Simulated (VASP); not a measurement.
Runs of VASP 6.6.1 on KI. It takes space group Fm-3m (No. 225, cubic). Conventional cell: a = 7.089 Å, b = 7.089 Å, c = 7.089 Å, α = 90.00°, β = 90.00°, γ = 90.00°. K (site symmetry m-3m) has 6 I at 3.54 Å within 4.7 Å. I (site symmetry m-3m) has 6 K at 3.54 Å within 4.7 Å. 

| level | potentials or basis | k mesh | cutoff (eV) | smearing | gap on the mesh (eV) | pressure (GPa) |
| --- | --- | --- | --- | --- | --- | --- |
| PBE | VASP PAW PBE potentials, release 64 (K_sv, I) | 2 × 2 × 2 | 500 | gaussian 0.01 eV | 3.91 | (a) |
| PBE | VASP PAW PBE potentials, release 64 (K_sv, I) | 4 × 4 × 4 | 520 | gaussian 0.01 eV | 3.94 | 0.5 |
| LDA | VASP PAW LDA potentials, release 64 (K_sv, I) | 2 × 2 × 2 | 500 | gaussian 0.01 eV | 3.53 | -0.7 |
| PBE | VASP PAW PBE potentials, release 64 (K_sv, I) | 4 × 4 × 4 | 500 | gaussian 0.01 eV | 3.94 | 0.5 |
| PBE | VASP PAW PBE potentials, release 64 (K_sv, I) | 4 × 4 × 4 | 500 | tetrahedron | 3.94 | 0.5 |

Alike in all rows: task single point; no spin polarisation; cell as given.

Problem. Fill in the values left out.

Solution. (a) 1.1.

Caveats: some runs use coarse meshes; spin-orbit coupling is left out, which moves the levels of the heavy elements.

A k mesh can miss the band edges, and the runs leave out spin-orbit coupling on I.
